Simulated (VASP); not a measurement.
Wanted: the native input for a VASP 6.6.1 run.

```yaml
Task: single point
Functional: PBEsol-based screened hybrid with 25 % exact exchange
Potentials_or_basis: VASP PAW PBE potentials, release 64 (Ir_sv_GW)
Cutoff: 420 eV
k_mesh: 6 × 6 × 3
Occupations: fermi-dirac, width 0.05 eV
Spin: no spin polarisation
Dipole_correction: no
Grid_for_exact_exchange_PRECFOCK: Normal
Share_of_exact_exchange: 0.25
Further_INCAR_settings: ALGO = Normal; EDIFF = 1e-06; NBANDS = 24
Screening_parameter: 0.207 1/Å
```

Crystal: Ir.

```xyz
2
Lattice="2.7225 0.0000 0.0000 -1.3612 2.3577 0.0000 0.0000 0.0000 4.2975" Properties=species:S:1:pos:R:3 pbc="T T T"
Ir    0.0000    1.5718    1.0744
Ir    1.3612    0.7859    3.2231
```

This isn't the form of Ir at room conditions, which is fcc.

These files were run (other wordings do the same):

POSCAR

```
Ir
1.0
    2.7224594954      0.0000000000      0.0000000000
   -1.3612297477      2.3577190838      0.0000000000
    0.0000000000      0.0000000000      4.2975046042
Ir
2
Direct
    0.3333333333      0.6666666667      0.2500000000
    0.6666666667      0.3333333333      0.7500000000
```

INCAR.step1

```
SYSTEM = Ir
PREC     = Accurate       ! precision mode
ENCUT    = 420            ! plane-wave cutoff, eV
EDIFF    = 1E-5           ! SCF threshold, eV
ISMEAR   = -1             ! smearing method
SIGMA    = 0.05           ! smearing width, eV
LREAL    = .False.        ! projectors in reciprocal space
LASPH    = .True.         ! aspherical terms in the spheres
NELM     = 120            ! most SCF steps
ALGO     = Normal         ! electronic algorithm
ISIF     = 2              ! what is computed and relaxed
LWAVE    = .True.         ! write WAVECAR
LCHARG   = .False.        ! write CHGCAR
NBANDS   = 24             ! bands
GGA      = PE             ! functional
GGA_COMPAT= .False.
```

INCAR.step2

```
SYSTEM = Ir
PREC     = Accurate       ! precision mode
ENCUT    = 420            ! plane-wave cutoff, eV
EDIFF    = 1E-6           ! SCF threshold, eV
ISMEAR   = -1             ! smearing method
SIGMA    = 0.05           ! smearing width, eV
LREAL    = .False.        ! projectors in reciprocal space
LASPH    = .True.         ! aspherical terms in the spheres
NELM     = 120            ! most SCF steps
ALGO     = Normal         ! electronic algorithm
ISIF     = 2              ! what is computed and relaxed
LWAVE    = .False.        ! write WAVECAR
LCHARG   = .False.        ! write CHGCAR
GGA      = PS             ! functional
LHFCALC  = .True.         ! exact exchange
AEXX     = 0.25           ! exact-exchange fraction
HFSCREEN = 0.207          ! screening, 1/A
PRECFOCK = Normal       
NBANDS   = 24             ! bands
ISTART   = 1            
GGA_COMPAT= .False.
```

KPOINTS

```
regular mesh
0
Gamma
  6 6 3
  0 0 0
```

Potentials or basis: VASP PAW PBE potentials, release 64 (Ir_sv_GW).

Command:

```console
$ cat potpaw_PBE.64/Ir_sv_GW/POTCAR > POTCAR
$ cp INCAR.step1 INCAR
$ mpirun -np 1 vasp_std > vasp.out
$ cp INCAR.step2 INCAR
$ mpirun -np 1 vasp_std > vasp.out
```

Results of the run:

* Pressure: -1.6 GPa
* Band gap on the k mesh: zero (bands 17 and 18 overlap by 4.19 eV)

Caveat: the k points lie up to 0.49 Å⁻¹ apart, too coarse for converged energies and pressures of a metal; the PAW data sets were made with another functional, which shifts forces and pressure a little; spin-orbit coupling is left out, which moves the levels of the heavy elements.

It took 16 min on 1 thread of Intel(R) Xeon(R) Platinum 8559C (Emerald Rapids), on a shared host, peak memory 0.24 GiB.
